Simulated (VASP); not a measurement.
Ru, 2 atoms in the cell. The structure is cubic, space group Fd-3m (No. 227). Conventional cell: a = 5.210 Å, b = 5.210 Å, c = 5.210 Å, α = 90.00°, β = 90.00°, γ = 90.00°. Ru (site symmetry -43m) has 4 Ru at 2.26 Å within 3.0 Å. This isn't the form of Ru at room conditions, which is hcp.

| Property | Result |
| --- | --- |
| Program | VASP 6.6.1 |
| Task | relaxation of cell and atoms |
| Functional | PBE |
| Potentials or basis | VASP PAW PBE potentials, release 64 (Ru_pv) |
| Cutoff | 600 eV |
| k mesh | 15 × 15 × 15 |
| Occupations | fermi-dirac, width 0.1 eV |
| Spin | no spin polarisation |
| Target pressure | 20 GPa |
| Dipole correction | no |
| Further INCAR settings | ALGO = Normal; EDIFF = 1e-06; IBRION = 2; EDIFFG = -0.02; NSW = 80; ISIF = 3 |

Potentials or basis: VASP PAW PBE potentials, release 64 (Ru_pv).

Run with:

```console
$ cat potpaw_PBE.64/Ru_pv/POTCAR > POTCAR
$ mpirun -np 1 vasp_std > vasp.out
```

Hardware: 1 thread of Intel Xeon 8259CL, with other jobs on the host.

Task: How long does it take, and how much memory?

Result: Wall time 6.3 min on 1 thread of Intel Xeon 8259CL, on a shared host, peak memory 0.24 GiB. Counts: scf iterations 34, k points 120, ion steps 4.
